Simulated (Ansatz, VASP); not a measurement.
# One calculation of Si2C3, two programs

```
Si C
1.0
     3.08111    0.00000    0.00000
    -1.54055    2.66832    0.00000
     0.00000    0.00000    9.43279
Si C
2 3
Direct
  0.00000 0.00000 0.00000
  0.33333 0.66667 0.50000
  0.66667 0.33333 0.08178
  0.66667 0.33333 0.91822
  0.00000 0.00000 0.50000
```

Change from the starting cell: species swapped into the Co3Ge2 type (P-6m2, No. 187).

Alike in both runs: functional PBE; k mesh 12 × 12 × 4; occupations gaussian, width 0.1 eV; no spin polarisation.

Ansatz relaxed the structure, and its values are those at the end. VASP's run is a single point on that final structure, the one shown.

|  | VASP | Ansatz |
| --- | --- | --- |
| version | VASP 6.6.1 | Ansatz 0.2.0 |
| potentials or method | VASP PAW PBE potentials, release 64 (Si, C), cutoff 520 eV | scalar-relativistic, plane waves, PAW |
| valence electrons in the cell | 20 | 20 |

```tsv
	VASP	Ansatz	Ansatz less VASP
gap on the k mesh at the Fermi level (eV)	none	none	-
pressure (GPa)	0.0	0.0	-0.04
rms of the force components (eV/Å)	0.024	0.001	-0.0229
```

A gap of «none» marks a metal or a gap that the smearing closes. With one functional, cell and mesh, what is left measures potentials, basis and numerics.
